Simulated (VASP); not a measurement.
Input of a VASP 6.6.1 run:

Contents of INCAR:

```
PREC = Accurate ; ENCUT = 520
EDIFF = 1E-7 ; ISMEAR = 0
SIGMA = 0.02 ; LREAL = False
LASPH = True ; NELM = 80
ALGO = Normal ; ISIF = 2
LWAVE = False ; LCHARG = True
GGA = PS ; LELF = True
LVHAR = True ; NBANDS = 18
```

KPOINTS

```
Automatic mesh
0
Gamma
  12 12 6
```

The input POSCAR:

```
NiO2
1.0
    2.7826743012      0.0000000000      0.0000000000
   -1.3913371506      2.4098666353      0.0000000000
    0.0000000000      0.0000000000      4.5922839984
Ni O
1 2
Direct
    0.0000000000      0.0000000000      0.5000000000
    0.6666666667      0.3333333333      0.7031974118
    0.3333333333      0.6666666667      0.2968025882
```

Potentials or basis: VASP PAW PBE potentials, release 64 (Ni, O).

Run with:

```console
$ cat potpaw_PBE.64/Ni/POTCAR potpaw_PBE.64/O/POTCAR > POTCAR
$ mpirun -np 1 vasp_std > vasp.out
```

**Question.** What does it give for the band gap on the k mesh?

**Answer.** 0.92 eV, indirect (least direct gap 1.15 eV).

**Question.** What does it give for the largest force?

**Answer.** 0.068 eV/Å.

Forces in eV/Å, atoms in the order of the input:
```
Ni   0.000  0.000  0.000
O    0.000  0.000  0.068
O    0.000  0.000 -0.068
```

Caveat: the PAW data sets were made with another functional, which shifts forces and pressure a little. Spin polarisation is off, so any magnetic state and its effect on volume and gap are missing.
